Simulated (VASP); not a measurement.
# Au (Fm-3m) in VASP: further runs

Runs on Au. Level: PBEsol. Tasks: single point, relaxation of cell and atoms.

All numbers are computed with VASP 6.6.1; they aren't measurements. Logs are shortened: lines on timing, memory, paths and dates and some standing lists are left out, and cuts for length are marked.

### 1 The cell of the first run

The structure is cubic, space group Fm-3m (No. 225). The conventional cell has a = 4.080 Å, b = 4.080 Å, c = 4.080 Å, α = 90.00°, β = 90.00°, γ = 90.00°. Au (site symmetry m-3m) has 12 Au at 2.88 Å within 3.8 Å.

### 2 Single point, PBEsol

INCAR reads:

```
SYSTEM = Au
PREC     = Accurate       ! precision mode
ENCUT    = 520            ! plane-wave cutoff, eV
EDIFF    = 1E-6           ! SCF threshold, eV
ISMEAR   = 0              ! smearing method
SIGMA    = 0.1            ! smearing width, eV
LREAL    = .False.        ! projectors in reciprocal space
LASPH    = .True.         ! aspherical terms in the spheres
NELM     = 60             ! most SCF steps
ALGO     = Normal         ! electronic algorithm
ISIF     = 2              ! what is computed and relaxed
LWAVE    = .False.        ! write WAVECAR
LCHARG   = .False.        ! write CHGCAR
GGA      = PS             ! functional
NBANDS   = 12             ! bands
```

KPOINTS reads:

```
regular mesh
0
Gamma
  8 8 8
  0 0 0
```

POSCAR reads:

```
Au
1.0
    0.0000000000      2.0399988786      2.0399988786
    2.0399988786      0.0000000000      2.0399988786
    2.0399988786      2.0399988786      0.0000000000
Au
1
Direct
    0.0000000000      0.0000000000      0.0000000000
```

Potentials or basis: VASP PAW PBE potentials, release 64 (Au).

Command:

```console
> cat potpaw_PBE.64/Au/POTCAR > POTCAR
> mpirun -np 1 vasp_std > vasp.out
```

OUTCAR:

```text
SYSTEM = Au
   PREC = Accurate
   ENCUT = 520
   EDIFF = 1E-6
   ISMEAR = 0
   LREAL = .False.
   LASPH = .True.
   NELM = 60
   ISIF = 2
   GGA = PS

 ion  position               nearest neighbor table
   1  0.000  0.000  0.000-

  LATTYP: Found a face centered cubic cell.
 ALAT       =     4.0799977572

  Lattice vectors:

 A1 = (   0.0000000000,   2.0399988786,   2.0399988786)
 A2 = (   2.0399988786,   0.0000000000,   2.0399988786)
 A3 = (   2.0399988786,   2.0399988786,   0.0000000000)

Analysis of symmetry for initial positions (statically):
=====================================================================
 Subroutine PRICEL returns:
 Original cell was already a primitive cell.

 Routine SETGRP: Setting up the symmetry group for a
 face centered cubic supercell.

 Subroutine GETGRP returns: Found 48 space group operations
 (whereof 48 operations were pure point group operations)
 out of a pool of 48 trial point group operations.

The static configuration has the point symmetry O_h .

Analysis of symmetry for dynamics (positions and initial velocities):
=====================================================================
 Subroutine PRICEL returns:
 Original cell was already a primitive cell.

 Routine SETGRP: Setting up the symmetry group for a
 face centered cubic supercell.

 Subroutine GETGRP returns: Found 48 space group operations
 (whereof 48 operations were pure point group operations)
 out of a pool of 48 trial point group operations.

The dynamic configuration has the point symmetry O_h .

 Subroutine INISYM returns: Found 48 space group operations
 (whereof 48 operations are pure point group operations),
 and found     1 'primitive' translations

----------------------------------------------------------------------------------------

                                     Primitive cell

  volume of cell :      16.9793

  direct lattice vectors                    reciprocal lattice vectors
     0.000000000  2.039998879  2.039998879    -0.245098174  0.245098174  0.245098174
     2.039998879  0.000000000  2.039998879     0.245098174 -0.245098174  0.245098174
     2.039998879  2.039998879  0.000000000     0.245098174  0.245098174 -0.245098174

  length of vectors
     2.884994081  2.884994081  2.884994081     0.424522490  0.424522490  0.424522490

  position of ions in fractional coordinates (direct lattice)
     0.000000000  0.000000000  0.000000000

  ion indices of the primitive-cell ions
   primitive index   ion index
                 1           1

----------------------------------------------------------------------------------------

 KPOINTS: regular mesh

Automatic generation of k-mesh.
 Grid dimensions read from file:
 generate k-points for:    8    8    8

 Generating k-lattice:

  Cartesian coordinates                     Fractional coordinates (reciprocal lattice)
    -0.030637272  0.030637272  0.030637272     0.125000000  0.000000000  0.000000000
     0.030637272 -0.030637272  0.030637272     0.000000000  0.125000000  0.000000000
     0.030637272  0.030637272 -0.030637272     0.000000000  0.000000000  0.125000000

  Length of vectors
     0.053065311  0.053065311  0.053065311

  Shift w.r.t. Gamma in fractional coordinates (k-lattice)
     0.000000000  0.000000000  0.000000000

 Subroutine IBZKPT returns following result:
 ===========================================

 Found     29 irreducible k-points:

 Following reciprocal coordinates:
            Coordinates               Weight
  0.000000  0.000000  0.000000      1.000000
  0.125000  0.000000  0.000000      8.000000
  0.250000  0.000000  0.000000      8.000000
  0.375000  0.000000  0.000000      8.000000
  0.500000  0.000000  0.000000      4.000000
  0.125000  0.125000  0.000000      6.000000
[... 16 lines left out ...]
  0.500000  0.250000  0.125000     48.000000
 -0.375000  0.250000  0.125000     24.000000
 [... further k-points ...]
   k-points           NKPTS =     29   k-points in BZ     NKDIM =     29   number of bands    NBANDS=     12
   number of dos      NEDOS =    301   number of ions     NIONS =      1
   total plane-waves  NPLWV =  13824
   dimension x,y,z NGX =    24 NGY =   24 NGZ =   24
   dimension x,y,z NGXF=    48 NGYF=   48 NGZF=   48
   ions per type =               1
   NGX,Y,Z   is equivalent  to a cutoff of  13.83, 13.83, 13.83 a.u.
   NGXF,Y,Z  is equivalent  to a cutoff of  27.66, 27.66, 27.66 a.u.
 SYSTEM =  Au
   PREC   = accura    normal or accurate (medium, high low for compatibility)
   ISTART =      0    job   : 0-new  1-cont  2-samecut
   ICHARG =      2    charge: 1-file 2-atom 10-const
   ISPIN  =      1    spin polarized calculation?
   LNONCOLLINEAR =      F non collinear calculations
   LSORBIT =      F    spin-orbit coupling
   LASPH  =      T    aspherical Exc in radial PAW
   ENCUT  =  520.0 eV  38.22 Ry    6.18 a.u.   5.36  5.36  5.36*2*pi/ulx,y,z
   NELM   =     60;   NELMIN=  2; NELMDL= -5     # of ELM steps
   EDIFF  = 0.1E-05   stopping-criterion for ELM
   LREAL  =      F    real-space projection
   EDIFFG = 0.1E-04   stopping-criterion for IOM
   NSW    =      0    number of steps for IOM
   IBRION =     -1    ionic relax: 0-MD 1-quasi-New 2-CG
   NFREE  =      0    steps in history (QN), initial steepest desc. (CG)
   ISIF   =      2    stress and relaxation
   ISYM   =      2    0-nonsym 1-usesym 2-fastsym
   POTIM  = 0.5000    time-step for ionic-motion
   TEBEG  =    0.0;   TEEND  =   0.0 temperature during run
   PSTRESS=    0.0 pullay stress
   NELECT =      11.0000    total number of electrons
   NUPDOWN=      -1.0000    fix difference up-down
   EMIN   =  10.00;   EMAX   =-10.00  energy-range for DOS
   EFERMI =   0.00;   METHOD = LEGACY
   ISMEAR =     0;   SIGMA  =   0.10  broadening in eV -4-tet -1-fermi 0-gaus
   EFERMI_NEDOS =   21; number of points for ismear=-14 and -15
   IALGO  =     38    algorithm
   IMIX   =      4    mixing-type and parameters
     AMIX     =   0.40;   BMIX     =  1.00
     AMIX_MAG =   1.60;   BMIX_MAG =  1.00
  volume/ion in A,a.u.               =      16.98       114.58
  Fermi-wavevector in a.u.,A,eV,Ry     =   1.416552  2.676895 27.301710  2.006619
  Thomas-Fermi vector in A             =   2.537874
   LORBIT       =      0    0 simple, 1 ext, 2 COOP (PROOUT), +10 PAW based schemes
   GGA     = PS    functional components
   LHFCALC =     F    Hartree Fock is set to
   AEXX    =    0.0000 exact exchange contribution
   IVDW    =     0    specifies the selected vdW correction
   LEPSILON=     F    determine dielectric tensor
   LRPA    =     F    only Hartree local field effects (RPA)
 non-spin polarized calculation
 Gauss-broadening in eV      SIGMA  =   0.10
  energy-cutoff  :      520.00
  volume of cell :       16.98
 maximum number of plane-waves:       469
 NGX is ok and might be reduce to    24
   NGX = 11   NGY = 11   NGZ = 11

 number of electron      11.0000000 magnetization

 Free energy of the ion-electron system (eV)
  ---------------------------------------------------
  ext. energy  EPLUGINS =         0.00000000
  ---------------------------------------------------
  free energy    TOTEN  =        -3.88531653 eV

  energy without entropy =       -3.88215634  energy(sigma->0) =       -3.88373643

 E-fermi :   9.2852     XC(G=0): -12.9048

 val. band max:        9.2112637259   @ k =   0.5000   0.2500   0.1250
 cond. band min:       9.4698919584   @ k =   0.5000   0.3750   0.1250
 fundamental gap:      0.2586282325
 Fermi energy:         9.2852133168

 k-point     1 :       0.0000    0.0000    0.0000
  band No.  band energies     occupation
      1      -0.6195      2.00000
      2       4.6490      2.00000
      3       4.6490      2.00000
      4       4.6490      2.00000
      5       6.1904      2.00000
      6       6.1904      2.00000
      7      23.8338      0.00000
      8      27.8511      0.00000
      9      27.8511      0.00000
     10      27.8511      0.00000
     11      32.7276      0.00000
     12      37.4363      0.00000

 k-point     2 :       0.1250    0.0000    0.0000
  band No.  band energies     occupation
      1      -0.0860      2.00000
      2       4.4930      2.00000
      3       4.8150      2.00000
      4       4.8150      2.00000
      5       6.1304      2.00000
      6       6.1304      2.00000
      7      24.2975      0.00000
      8      25.2854      0.00000
      9      28.4715      0.00000
     10      28.4715      0.00000
     11      32.7723      0.00000
     12      35.0756      0.00000

 k-point     3 :       0.2500    0.0000    0.0000
  band No.  band energies     occupation
      1       1.1939      2.00000
      2       4.4979      2.00000
      3       4.9324      2.00000
      4       4.9324      2.00000
      5       6.3535      2.00000
      6       6.3535      2.00000
      7      20.4998      0.00000
      8      24.9119      0.00000
      9      29.3021      0.00000
     10      29.3021      0.00000
     11      31.0861      0.00000
     12      32.3740      0.00000
[... 286 lines left out ...]
 k-point    23 :       0.5000    0.2500    0.1250
  band No.  band energies     occupation
      1       2.9998      2.00000
      2       4.1472      2.00000
      3       4.3421      2.00000
      4       5.6978      2.00000
      5       6.8993      2.00000
      6       9.2113      1.70435
      7      16.3293      0.00000
      8      21.2707      0.00000
      9      23.6492      0.00000
     10      27.8463      0.00000
     11      31.7975      0.00000
     12      35.5248      0.00000

 k-point    24 :      -0.3750    0.2500    0.1250
  band No.  band energies     occupation
      1       3.0067      2.00000
      2       3.9670      2.00000
      3       5.0702      2.00000
      4       5.4925      2.00000
      5       7.2592      2.00000
      6      11.9578      0.00000
      7      12.3998      0.00000
      8      21.5138      0.00000
      9      22.4545      0.00000
     10      27.0006      0.00000
     11      33.2251      0.00000
     12      36.2338      0.00000

 [... further k-points ...]

------------------------ aborting loop because EDIFF is reached ----------------------------------------

  FORCE on cell =-STRESS in cart. coord.  units (eV):
  Direction    XX          YY          ZZ          XY          YZ          ZX
  --------------------------------------------------------------------------------------
  -------------------------------------------------------------------------------------
  Total        0.1144925      0.1144925      0.1144925      0.0000000      0.0000000     -0.0000000
  in kB       10.8035879     10.8035879     10.8035879      0.0000000      0.0000000     -0.0000000
  external PRESSURE =      10.8035879 kB  Pullay stress =       0.0000000 kB

 VOLUME and BASIS-vectors are now :
 -----------------------------------------------------------------------------
  energy-cutoff  :      520.00
  volume of cell :       16.98
      direct lattice vectors                 reciprocal lattice vectors
     0.000000000  2.039998879  2.039998879    -0.245098174  0.245098174  0.245098174
     2.039998879  0.000000000  2.039998879     0.245098174 -0.245098174  0.245098174
     2.039998879  2.039998879  0.000000000     0.245098174  0.245098174 -0.245098174

 POSITION                                       TOTAL-FORCE (eV/Angst)
 -----------------------------------------------------------------------------------
      0.00000      0.00000      0.00000         0.000000      0.000000      0.000000
 -----------------------------------------------------------------------------------
    total drift:                               -0.000000      0.000000     -0.000000

  FREE ENERGIE OF THE ION-ELECTRON SYSTEM (eV)
  ---------------------------------------------------
  free  energy   TOTEN  =        -3.8853165253 eV

  energy  without entropy=       -3.8821563436  energy(sigma->0) =       -3.88373643
```

Run time: 3.6 s. Hardware: 1 thread of Intel Xeon Platinum 8488C (Sapphire Rapids), shared host; peak memory 0.14 GiB.

Results:

```
Free energy : -3.8853 eV
Pressure    : 1.1 GPa
```

Caveat: the PAW data sets were made with another functional, which shifts forces and pressure a little; spin-orbit coupling is left out, which moves the levels of the heavy elements.

### 3 Single point, PBEsol

This run uses another cell than the first one, of 17.03 Å³/atom, 1.003 times its volume.

Changes to INCAR since step 2:

```diff
@@ -8,3 +8,3 @@
 LASPH    = .True.         ! aspherical terms in the spheres
-NELM     = 60             ! most SCF steps
+NELM     = 80             ! most SCF steps
 ALGO     = Normal         ! electronic algorithm
```

KPOINTS reads:

```
Automatic mesh
0
Gamma
  18 18 18
  0 0 0
```

POSCAR reads:

```
Au
1.0
    0.0000000000      2.0418779362      2.0418779362
    2.0418779362      0.0000000000      2.0418779362
    2.0418779362      2.0418779362      0.0000000000
Au
1
Direct
    0.0000000000      0.0000000000      0.0000000000
```

Potentials or basis: VASP PAW PBE potentials, release 64 (Au).

Command:

```console
> cat potpaw_PBE.64/Au/POTCAR > POTCAR
> mpirun -np 1 vasp_std > vasp.out
```

Wall time 15 s (1 thread of Intel Xeon Platinum 8488C (Sapphire Rapids), shared host); peak memory 0.17 GiB.

The run converged. Its results:

* Free energy: -3.9251 eV
* Pressure: -0.3 GPa

Levels at points of the mesh, in eV from the Fermi level:
```
           k point  band 4  band 5  band 6  band 7  band 8  band 9
(0.00, 0.00, 0.00)   -4.65   -3.12   -3.12   14.53   18.53   18.53
(0.50, 0.00, 0.00)   -1.91   -1.91   -1.00    3.09   13.97   17.13
(0.50, 0.50, 0.00)   -1.59   -1.59    0.98    5.78    9.99    9.99
```

Caveat: the PAW data sets were made with another functional, which shifts forces and pressure a little; spin-orbit coupling is left out, which moves the levels of the heavy elements.

### 4 Relaxation of cell and atoms, PBEsol

INCAR reads:

```
  PREC = Accurate
  ENCUT = 600
  EDIFF = 1E-6
  ISMEAR = 0
  SIGMA = 0.1
  LREAL = False
  LASPH = True
  NELM = 60
  ALGO = Normal
  ISIF = 3
  LWAVE = False
  LCHARG = False
  GGA = PS
  IBRION = 2
  NSW = 100
  EDIFFG = -0.005
```

KPOINTS reads:

```
regular mesh
0
Gamma
  18 18 18
```

POSCAR reads:

```
Au
1.0
    0.0000000000      2.0399988786      2.0399988786
    2.0399988786      0.0000000000      2.0399988786
    2.0399988786      2.0399988786      0.0000000000
Au
1
Direct
    0.0000000000      0.0000000000      0.0000000000
```

Command:

```console
> cat potpaw_PBE.64/Au/POTCAR > POTCAR
> mpirun -np 1 vasp_std > vasp.out
```

Run time: 22 s. Hardware: 1 thread of Intel Xeon Platinum 8488C (Sapphire Rapids), shared host; peak memory 0.17 GiB.

Results (log left out):

| Item | Value |
| --- | --- |
| Free energy | -3.9250 eV |
| Relaxed volume | 17.01 Å³/atom |
| Relaxed cell | a = 2.887 Å, b = 2.887 Å, c = 2.887 Å, α = 60.00°, β = 60.00°, γ = 60.00° |
| Space group after relaxing (to 0.05 Å) | Fm-3m (No. 225) |
| Energy gained by relaxing | 0.0 meV/atom |
| Ionic steps | 3 |
| Pressure after relaxing | 0.0 GPa |

Final structure:
```cif
data_structure
_symmetry_space_group_name_H-M 'P 1'
_symmetry_Int_Tables_number 1
_cell_length_a 2.8865
_cell_length_b 2.8865
_cell_length_c 2.8865
_cell_angle_alpha 60.000
_cell_angle_beta 60.000
_cell_angle_gamma 60.000
_cell_volume 17.01
loop_
_atom_site_label
_atom_site_type_symbol
_atom_site_fract_x
_atom_site_fract_y
_atom_site_fract_z
_atom_site_occupancy
Au1 Au 0.00000 0.00000 0.00000 1
```

Levels at points of the mesh, in eV from the Fermi level:
```csv
k point,band 4,band 5,band 6,band 7,band 8,band 9
"(0.00, 0.00, 0.00)",-4.66,-3.12,-3.12,14.53,18.53,18.53
"(0.50, 0.00, 0.00)",-1.92,-1.92,-1.01,3.10,13.97,17.14
"(0.50, 0.50, 0.00)",-1.59,-1.59,0.98,5.79,9.99,9.99
```

Caveat: the PAW data sets were made with another functional, which shifts forces and pressure a little; spin-orbit coupling is left out, which moves the levels of the heavy elements.

(Part 1 of 2 ends here.)
